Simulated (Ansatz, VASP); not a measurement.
## Te: VASP beside Ansatz

```
Te
1.0
     4.47126    0.00000    0.00000
    -2.23563    3.87222    0.00000
     0.00000    0.00000    5.94875
Te
3
Direct
  0.26419 0.00000 0.33333
  0.00000 0.26419 0.66667
  0.73581 0.73581 0.00000
```

Alike in both runs: task single point; functional r2SCAN; k mesh 6 × 6 × 4; occupations methfessel-paxton of order 1, width 0.05 eV; no spin polarisation.

|  | VASP | Ansatz |
| --- | --- | --- |
| version | VASP 6.6.1 | Ansatz 0.2.0 |
| potentials or method | VASP PAW PBE potentials, release 64 (Te) | plane waves |
| plane-wave cutoff (eV) | 520 | 500 |
| valence electrons in the cell | 18 | 48 |

|  | VASP | Ansatz | Ansatz less VASP |
| --- | --- | --- | --- |
| pressure (GPa) | 0.9 | 0.8 | -0.03 |
| traceless stress, the component that is largest in VASP (GPa) | -0.10 | -0.13 | -0.032 |
| rms of the force components (eV/Å) | 0.000 | 0.016 | +0.0155 |

VASP's potentials were made for PBE, not for r2SCAN. Atom by atom the forces differ by 0.016 eV/Å (rms over components). The functional is the same, so the differences come from potentials, cutoffs and numerics. VASP's potentials hold 18 valence electrons a cell and Ansatz's 48, so a difference there can come from the potentials and not from the codes.

Neither program's run includes spin-orbit coupling.
